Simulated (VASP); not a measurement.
# MgS (k07) (Fm-3m) in VASP: further runs

Runs on MgS (k07). Level: PBEsol. Tasks: single point, relaxation of cell and atoms.

Everything below comes from runs of VASP 6.6.1. Logs are shortened: lines on timing, memory, paths and dates and some standing lists are left out, and cuts for length are marked.

## 1. The cell of the first run

The structure is cubic, space group Fm-3m (No. 225). Conventional cell: a = 5.200 Å, b = 5.200 Å, c = 5.200 Å, α = 90.00°, β = 90.00°, γ = 90.00°. Mg (site symmetry m-3m) has 6 S at 2.60 Å within 3.4 Å. S (site symmetry m-3m) has 6 Mg at 2.60 Å within 3.4 Å.

## 2. Single point, PBEsol

INCAR reads:

```
SYSTEM = MgS
PREC = Accurate
ENCUT = 520
EDIFF = 1E-6
ISMEAR = 0
SIGMA = 0.1
LREAL = .False.
LASPH = .True.
NELM = 60
ALGO = Normal
ISIF = 2
LWAVE = .False.
LCHARG = .False.
GGA = PS
NBANDS = 11
```

KPOINTS reads:

```
Automatic mesh
0
Gamma
  6 6 6
  0 0 0
```

POSCAR reads:

```
MgS
1.0
    0.0000000000      2.6000000000      2.6000000000
    2.6000000000      0.0000000000      2.6000000000
    2.6000000000      2.6000000000      0.0000000000
Mg S
1 1
Direct
    0.0000000000      0.0000000000      0.0000000000
    0.5000000000      0.5000000000      0.5000000000
```

Potentials or basis: VASP PAW PBE potentials, release 64 (Mg, S).

Started as:

```bash
$ cat potpaw_PBE.64/Mg/POTCAR potpaw_PBE.64/S/POTCAR > POTCAR
$ mpirun -np 1 vasp_std > vasp.out
```

OUTCAR:

```text
SYSTEM = MgS
   PREC = Accurate
   ENCUT = 520
   EDIFF = 1E-6
   ISMEAR = 0
   LREAL = .False.
   LASPH = .True.
   NELM = 60
   ISIF = 2
   GGA = PS

 ion  position               nearest neighbor table
   1  0.000  0.000  0.000-   2 2.60   2 2.60   2 2.60   2 2.60   2 2.60   2 2.60
   2  0.500  0.500  0.500-   1 2.60   1 2.60   1 2.60   1 2.60   1 2.60   1 2.60

  LATTYP: Found a face centered cubic cell.
 ALAT       =     5.2000000000

  Lattice vectors:

 A1 = (   0.0000000000,   2.6000000000,   2.6000000000)
 A2 = (   2.6000000000,   0.0000000000,   2.6000000000)
 A3 = (   2.6000000000,   2.6000000000,   0.0000000000)

Analysis of symmetry for initial positions (statically):
=====================================================================
 Subroutine PRICEL returns:
 Original cell was already a primitive cell.

 Routine SETGRP: Setting up the symmetry group for a
 face centered cubic supercell.

 Subroutine GETGRP returns: Found 48 space group operations
 (whereof 48 operations were pure point group operations)
 out of a pool of 48 trial point group operations.

The static configuration has the point symmetry O_h .

Analysis of symmetry for dynamics (positions and initial velocities):
=====================================================================
 Subroutine PRICEL returns:
 Original cell was already a primitive cell.

 Routine SETGRP: Setting up the symmetry group for a
 face centered cubic supercell.

 Subroutine GETGRP returns: Found 48 space group operations
 (whereof 48 operations were pure point group operations)
 out of a pool of 48 trial point group operations.

The dynamic configuration has the point symmetry O_h .

 Subroutine INISYM returns: Found 48 space group operations
 (whereof 48 operations are pure point group operations),
 and found     1 'primitive' translations

----------------------------------------------------------------------------------------

                                     Primitive cell

  volume of cell :      35.1520

  direct lattice vectors                    reciprocal lattice vectors
     0.000000000  2.600000000  2.600000000    -0.192307692  0.192307692  0.192307692
     2.600000000  0.000000000  2.600000000     0.192307692 -0.192307692  0.192307692
     2.600000000  2.600000000  0.000000000     0.192307692  0.192307692 -0.192307692

  length of vectors
     3.676955262  3.676955262  3.676955262     0.333086694  0.333086694  0.333086694

  position of ions in fractional coordinates (direct lattice)
     0.000000000  0.000000000  0.000000000
     0.500000000  0.500000000  0.500000000

  ion indices of the primitive-cell ions
   primitive index   ion index
                 1           1
                 2           2

----------------------------------------------------------------------------------------

 KPOINTS: Automatic mesh

Automatic generation of k-mesh.
 Grid dimensions read from file:
 generate k-points for:    6    6    6

 Generating k-lattice:

  Cartesian coordinates                     Fractional coordinates (reciprocal lattice)
    -0.032051282  0.032051282  0.032051282     0.166666667  0.000000000  0.000000000
     0.032051282 -0.032051282  0.032051282     0.000000000  0.166666667  0.000000000
     0.032051282  0.032051282 -0.032051282     0.000000000  0.000000000  0.166666667

  Length of vectors
     0.055514449  0.055514449  0.055514449

  Shift w.r.t. Gamma in fractional coordinates (k-lattice)
     0.000000000  0.000000000  0.000000000

 Subroutine IBZKPT returns following result:
 ===========================================

 Found     16 irreducible k-points:

 Following reciprocal coordinates:
            Coordinates               Weight
  0.000000  0.000000  0.000000      1.000000
  0.166667  0.000000  0.000000      8.000000
  0.333333  0.000000  0.000000      8.000000
  0.500000  0.000000  0.000000      4.000000
  0.166667  0.166667  0.000000      6.000000
  0.333333  0.166667  0.000000     24.000000
[... 8 lines left out ...]
 -0.333333  0.333333  0.166667     24.000000
 -0.333333  0.500000  0.166667     12.000000
   k-points           NKPTS =     16   k-points in BZ     NKDIM =     16   number of bands    NBANDS=     11
   number of dos      NEDOS =    301   number of ions     NIONS =      2
   total plane-waves  NPLWV =  21952
   dimension x,y,z NGX =    28 NGY =   28 NGZ =   28
   dimension x,y,z NGXF=    56 NGYF=   56 NGZF=   56
   ions per type =               1   1
   NGX,Y,Z   is equivalent  to a cutoff of  12.66, 12.66, 12.66 a.u.
   NGXF,Y,Z  is equivalent  to a cutoff of  25.32, 25.32, 25.32 a.u.
 SYSTEM =  MgS
   PREC   = accura    normal or accurate (medium, high low for compatibility)
   ISTART =      0    job   : 0-new  1-cont  2-samecut
   ICHARG =      2    charge: 1-file 2-atom 10-const
   ISPIN  =      1    spin polarized calculation?
   LNONCOLLINEAR =      F non collinear calculations
   LSORBIT =      F    spin-orbit coupling
   LASPH  =      T    aspherical Exc in radial PAW
   ENCUT  =  520.0 eV  38.22 Ry    6.18 a.u.   6.84  6.84  6.84*2*pi/ulx,y,z
   NELM   =     60;   NELMIN=  2; NELMDL= -5     # of ELM steps
   EDIFF  = 0.1E-05   stopping-criterion for ELM
   LREAL  =      F    real-space projection
   EDIFFG = 0.1E-04   stopping-criterion for IOM
   NSW    =      0    number of steps for IOM
   IBRION =     -1    ionic relax: 0-MD 1-quasi-New 2-CG
   NFREE  =      0    steps in history (QN), initial steepest desc. (CG)
   ISIF   =      2    stress and relaxation
   ISYM   =      2    0-nonsym 1-usesym 2-fastsym
   POTIM  = 0.5000    time-step for ionic-motion
   TEBEG  =    0.0;   TEEND  =   0.0 temperature during run
   PSTRESS=    0.0 pullay stress
   NELECT =       8.0000    total number of electrons
   NUPDOWN=      -1.0000    fix difference up-down
   EMIN   =  10.00;   EMAX   =-10.00  energy-range for DOS
   EFERMI =   0.00;   METHOD = LEGACY
   ISMEAR =     0;   SIGMA  =   0.10  broadening in eV -4-tet -1-fermi 0-gaus
   EFERMI_NEDOS =   21; number of points for ismear=-14 and -15
   IALGO  =     38    algorithm
   IMIX   =      4    mixing-type and parameters
     AMIX     =   0.40;   BMIX     =  1.00
     AMIX_MAG =   1.60;   BMIX_MAG =  1.00
  volume/ion in A,a.u.               =      17.58       118.61
  Fermi-wavevector in a.u.,A,eV,Ry     =   0.999512  1.888804 13.592558  0.999025
  Thomas-Fermi vector in A             =   2.131807
   LORBIT       =      0    0 simple, 1 ext, 2 COOP (PROOUT), +10 PAW based schemes
   GGA     = PS    functional components
   LHFCALC =     F    Hartree Fock is set to
   AEXX    =    0.0000 exact exchange contribution
   IVDW    =     0    specifies the selected vdW correction
   LEPSILON=     F    determine dielectric tensor
   LRPA    =     F    only Hartree local field effects (RPA)
 non-spin polarized calculation
 Gauss-broadening in eV      SIGMA  =   0.10
  energy-cutoff  :      520.00
  volume of cell :       35.15
 maximum number of plane-waves:       960
   NGX = 13   NGY = 13   NGZ = 13

 number of electron       8.0000000 magnetization

 Free energy of the ion-electron system (eV)
  ---------------------------------------------------
  ext. energy  EPLUGINS =         0.00000000
  ---------------------------------------------------
  free energy    TOTEN  =        -9.07080139 eV

  energy without entropy =       -9.07080139  energy(sigma->0) =       -9.07080139

 E-fermi :   4.1451     XC(G=0):  -9.8439

 val. band max:        3.6951515194   @ k =   0.0000   0.0000   0.0000
 cond. band min:       6.4007146866   @ k =   0.5000   0.5000   0.0000
 fundamental gap:      2.7055631672
 Fermi energy:         4.1451127368

 k-point     1 :       0.0000    0.0000    0.0000
  band No.  band energies     occupation
      1      -8.9992      2.00000
      2       3.6952      2.00000
      3       3.6952      2.00000
      4       3.6952      2.00000
      5       7.3017      0.00000
      6      11.5461      0.00000
      7      11.5461      0.00000
      8      11.5461      0.00000
      9      14.0069      0.00000
     10      14.0069      0.00000
     11      15.9934      0.00000

 k-point     2 :       0.1667    0.0000    0.0000
  band No.  band energies     occupation
      1      -8.7316      2.00000
      2       2.0341      2.00000
      3       3.5225      2.00000
      4       3.5225      2.00000
      5       8.4023      0.00000
      6      11.2446      0.00000
      7      11.8195      0.00000
      8      11.8195      0.00000
      9      13.2798      0.00000
     10      13.2798      0.00000
     11      16.0136      0.00000

 k-point     3 :       0.3333    0.0000    0.0000
  band No.  band energies     occupation
      1      -8.0838      2.00000
      2      -0.2063      2.00000
      3       3.2246      2.00000
      4       3.2246      2.00000
      5       8.3394      0.00000
      6      10.9543      0.00000
      7      10.9543      0.00000
      8      12.9899      0.00000
      9      15.1113      0.00000
     10      15.1415      0.00000
     11      15.1415      0.00000

 k-point     4 :       0.5000    0.0000    0.0000
  band No.  band energies     occupation
      1      -7.6680      2.00000
      2      -1.2108      2.00000
      3       3.0937      2.00000
      4       3.0937      2.00000
      5       8.0970      0.00000
      6      10.5214      0.00000
      7      10.5214      0.00000
      8      13.7809      0.00000
      9      15.6774      0.00000
     10      18.0933      0.00000
     11      18.0933      0.00000
[... 127 lines left out ...]
 k-point    14 :       0.5000    0.3333    0.1667
  band No.  band energies     occupation
      1      -7.6413      2.00000
      2      -0.0525      2.00000
      3       1.4552      2.00000
      4       2.4358      2.00000
      5       8.9283      0.00000
      6      10.1916      0.00000
      7      10.9070      0.00000
      8      13.4743      0.00000
      9      15.1709      0.00000
     10      18.4206      0.00000
     11      18.9933      0.00000

 k-point    15 :      -0.3333    0.3333    0.1667
  band No.  band energies     occupation
      1      -7.3585      2.00000
      2      -0.2974      2.00000
      3       0.9251      2.00000
      4       2.0769      2.00000
      5       8.9676      0.00000
      6      10.3026      0.00000
      7      12.2870      0.00000
      8      12.5480      0.00000
      9      15.8321      0.00000
     10      17.5126      0.00000
     11      19.3946      0.00000

 k-point    16 :      -0.3333    0.5000    0.1667
  band No.  band energies     occupation
      1      -7.2535      2.00000
      2      -0.1288      2.00000
      3       1.0611      2.00000
      4       1.4417      2.00000
      5       8.0547      0.00000
      6       9.7883      0.00000
      7      12.7866      0.00000
      8      13.3953      0.00000
      9      17.4011      0.00000
     10      18.6461      0.00000
     11      19.1172      0.00000

------------------------ aborting loop because EDIFF is reached ----------------------------------------

  FORCE on cell =-STRESS in cart. coord.  units (eV):
  Direction    XX          YY          ZZ          XY          YZ          ZX
  --------------------------------------------------------------------------------------
  -------------------------------------------------------------------------------------
  Total       -0.2160542     -0.2160542     -0.2160542      0.0000000      0.0000000     -0.0000000
  in kB       -9.8474373     -9.8474373     -9.8474373      0.0000000      0.0000000     -0.0000000
  external PRESSURE =      -9.8474373 kB  Pullay stress =       0.0000000 kB

 VOLUME and BASIS-vectors are now :
 -----------------------------------------------------------------------------
  energy-cutoff  :      520.00
  volume of cell :       35.15
      direct lattice vectors                 reciprocal lattice vectors
     0.000000000  2.600000000  2.600000000    -0.192307692  0.192307692  0.192307692
     2.600000000  0.000000000  2.600000000     0.192307692 -0.192307692  0.192307692
     2.600000000  2.600000000  0.000000000     0.192307692  0.192307692 -0.192307692

 POSITION                                       TOTAL-FORCE (eV/Angst)
 -----------------------------------------------------------------------------------
      0.00000      0.00000      0.00000         0.000000      0.000000      0.000000
      2.60000      2.60000      2.60000        -0.000000     -0.000000     -0.000000
 -----------------------------------------------------------------------------------
    total drift:                                0.000000      0.000000      0.000000

  FREE ENERGIE OF THE ION-ELECTRON SYSTEM (eV)
  ---------------------------------------------------
  free  energy   TOTEN  =        -9.0708013856 eV

  energy  without entropy=       -9.0708013856  energy(sigma->0) =       -9.07080139
```

It took 15 s on 1 thread of AMD EPYC 7R13, shared host; peak memory 0.12 GiB.

What came out:

- Free energy: -9.0708 eV
- Pressure: -1.0 GPa
- Band gap on the k mesh: 2.71 eV, indirect (least direct gap 3.61 eV)

Levels at points of the mesh, in eV from the valence-band top:
```tsv
k point	band 1	band 2	band 3	band 4	band 5	band 6	band 7	band 8	band 9
(0.00, 0.00, 0.00)	-12.69	0.00	0.00	0.00	3.61	7.85	7.85	7.85	10.31
(0.50, 0.00, 0.00)	-11.36	-4.91	-0.60	-0.60	4.40	6.83	6.83	10.09	11.98
(0.50, 0.50, 0.00)	-10.98	-4.27	-1.71	-1.71	2.71	4.24	11.89	12.82	13.28
```

Caveat: the PAW data sets were made with another functional, which shifts forces and pressure a little.

## 3. Single point, PBEsol

This run uses another cell than the first one, of 17.39 Å³/atom, 0.989 times its volume.

INCAR reads:

```
ALGO = Normal ; EDIFF = 1E-7
ENCUT = 520 ; GGA = PS
ISIF = 2 ; ISMEAR = 0
LASPH = True ; LCHARG = False
LREAL = False ; LWAVE = False
NBANDS = 11 ; NELM = 60
PREC = Accurate ; SIGMA = 0.02
```

KPOINTS reads:

```
k-points
0
Gamma
  10 10 10
```

POSCAR reads:

```
MgS
1.0
    0.0000000000      2.5908670631      2.5908670631
    2.5908670631      0.0000000000      2.5908670631
    2.5908670631      2.5908670631      0.0000000000
Mg S
1 1
Direct
    0.0000000000      0.0000000000      0.0000000000
    0.5000000000      0.5000000000      0.5000000000
```

Potentials or basis: VASP PAW PBE potentials, release 64 (Mg, S).

Started as:

```bash
$ cat potpaw_PBE.64/Mg/POTCAR potpaw_PBE.64/S/POTCAR > POTCAR
$ mpirun -np 1 vasp_std > vasp.out
```

It took 40 s on 1 thread of AMD EPYC 7R13, shared host; peak memory 0.13 GiB.

It converged, with:

```yaml
Free_energy: -9.0753 eV
Pressure: -0.2 GPa
Band_gap_on_the_k_mesh: 2.73 eV, indirect (least direct gap 3.69 eV)
```

Levels at points of the mesh, in eV from the valence-band top:
```csv
k point,band 1,band 2,band 3,band 4,band 5,band 6,band 7,band 8
"(0.00, 0.00, 0.00)",-12.76,0.00,0.00,0.00,3.69,7.85,7.85,7.85
"(0.50, 0.00, 0.00)",-11.40,-4.96,-0.61,-0.61,4.42,6.84,6.84,10.20
"(0.50, 0.50, 0.00)",-11.01,-4.33,-1.74,-1.74,2.73,4.21,11.99,12.86
```

Caveat: the PAW data sets were made with another functional, which shifts forces and pressure a little. A k mesh can miss the band edges.

## 4. Single point, PBEsol

This run uses another cell than the first one, of 17.39 Å³/atom, 0.989 times its volume.

INCAR reads:

```
SYSTEM = MgS
ALGO     = Normal         ! electronic algorithm
EDIFF    = 1E-6           ! SCF threshold, eV
ENCUT    = 520            ! plane-wave cutoff, eV
GGA      = PS             ! functional
ISIF     = 2              ! what is computed and relaxed
ISMEAR   = 0              ! smearing method
LASPH    = .True.         ! aspherical terms in the spheres
LCHARG   = .False.        ! write CHGCAR
LREAL    = .False.        ! projectors in reciprocal space
LWAVE    = .False.        ! write WAVECAR
NBANDS   = 11             ! bands
NELM     = 60             ! most SCF steps
PREC     = Accurate       ! precision mode
SIGMA    = 0.01           ! smearing width, eV
```

KPOINTS reads:

```
k-points
0
Gamma
  10 10 10
  0 0 0
```

POSCAR is that of step 3.

Started as:

```bash
$ cat potpaw_PBE.64/Mg/POTCAR potpaw_PBE.64/S/POTCAR > POTCAR
$ mpirun -np 1 vasp_std > vasp.out
```

Run time: 36 s. Hardware: 1 thread of AMD EPYC 7R13, shared host; peak memory 0.13 GiB.

Results (log left out):

* Free energy: -9.0753 eV
* Pressure: -0.2 GPa
* Band gap on the k mesh: 2.73 eV, indirect (least direct gap 3.69 eV)

Levels at points of the mesh, in eV from the valence-band top:
| k point | band 1 | band 2 | band 3 | band 4 | band 5 | band 6 | band 7 | band 8 |
| --- | --- | --- | --- | --- | --- | --- | --- | --- |
| (0.00, 0.00, 0.00) | -12.76 | 0.00 | 0.00 | 0.00 | 3.69 | 7.85 | 7.85 | 7.85 |
| (0.50, 0.00, 0.00) | -11.40 | -4.96 | -0.61 | -0.61 | 4.42 | 6.84 | 6.84 | 10.20 |
| (0.50, 0.50, 0.00) | -11.01 | -4.33 | -1.74 | -1.74 | 2.73 | 4.20 | 11.99 | 12.86 |

Caveat: the PAW data sets were made with another functional, which shifts forces and pressure a little. A k mesh can miss the band edges.

(Part 1 of 2 ends here.)
